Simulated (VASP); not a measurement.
## Zn: single point with PBEsol

The system is Zn.

```
Zn
1.0
     0.00000    1.91382    1.91382
     1.91382    0.00000    1.91382
     1.91382    1.91382    0.00000
Zn
1
Direct
  0.00000 0.00000 0.00000
```

| Item | Value |
| --- | --- |
| Program | VASP 6.6.1 |
| Task | single point |
| Functional | PBEsol |
| Potentials or basis | VASP PAW PBE potentials, release 64 (Zn) |
| Cutoff | 520 eV |
| k mesh | 10 × 10 × 10 |
| Occupations | gaussian, width 0.1 eV |
| Spin | no spin polarisation |

The pressure is 0.8 GPa and the band gap on the k mesh is zero (band 6 reaches 4.64 eV, above the bottom of band 7 at 2.24 eV).

Levels at points of the mesh, in eV from the Fermi level:
```tsv
k point	band 4	band 5	band 6	band 7	band 8	band 9
(0.00, 0.00, 0.00)	-7.95	-7.51	-7.51	19.22	19.22	19.22
(0.50, 0.00, 0.00)	-7.18	-7.18	-3.40	-1.39	16.03	16.03
(0.50, 0.50, 0.00)	-7.10	-7.10	-1.36	1.88	8.67	8.67
```

Run time: 3.1 s on 1 thread of Intel(R) Xeon(R) 6975P-C (Granite Rapids), with other jobs on the host, peak memory 0.11 GiB.

Caveat: the PAW data sets were made with another functional, which shifts forces and pressure a little.
